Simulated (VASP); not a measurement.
A run of VASP 6.6.1 is set up as follows.

File POSCAR:

```
Al
1.0
    0.0000000000     -3.1887371512      0.0000000000
   -3.1887371512      0.0000000000      0.0000000000
    0.0000000000      0.0000000000     -3.1887371512
Al
2
Direct
    0.3661596796      0.4720452978      0.6382252411
    0.1338403204      0.0279547022     -0.1382252411
```

INCAR.step1

```
SYSTEM = Al
ALGO = Normal ; EDIFF = 1E-4
ENCUT = 520 ; GGA = PE
ISMEAR = 0 ; LASPH = .TRUE.
LCHARG = .FALSE. ; LREAL = .FALSE.
LWAVE = .TRUE. ; NBANDS = 10
NELM = 80 ; PREC = Accurate
SIGMA = 0.15
```

Contents of INCAR.step2:

```
SYSTEM = Al
ALGO = Normal ; EDIFF = 1E-6
ENCUT = 520 ; ISIF = 2
ISMEAR = 0 ; ISTART = 1
LASPH = .TRUE. ; LCHARG = .TRUE.
LELF = .TRUE. ; LMIXTAU = .TRUE.
LREAL = .FALSE. ; LVHAR = .TRUE.
LWAVE = .FALSE. ; METAGGA = R2SCAN
NBANDS = 10 ; NELM = 80
PREC = Accurate ; SIGMA = 0.15
```

Contents of KPOINTS:

```
k-points
0
G
  10 10 10
  0 0 0
```

Potentials or basis: VASP PAW PBE potentials, release 64 (Al).

Launch:

```sh
$ cat potpaw_PBE.64/Al/POTCAR > POTCAR
$ cp INCAR.step1 INCAR
$ mpirun -np 1 vasp_std > vasp.out
$ cp INCAR.step2 INCAR
$ mpirun -np 1 vasp_std > vasp.out
```

Q: What does it give for the pressure?

A: 65.3 GPa.

Q: What does it give for the largest force?

A: 16.693 eV/Å.

Q: What does it give for the band gap on the k mesh?

A: Zero (band 3 reaches 12.45 eV, above the bottom of band 4 at 5.28 eV).

Forces on the atoms (eV/Å):
```
Al   -8.391 -10.370  10.035
Al    8.391  10.370 -10.035
```

Caveat: the PAW data sets were made with another functional, which shifts forces and pressure a little.
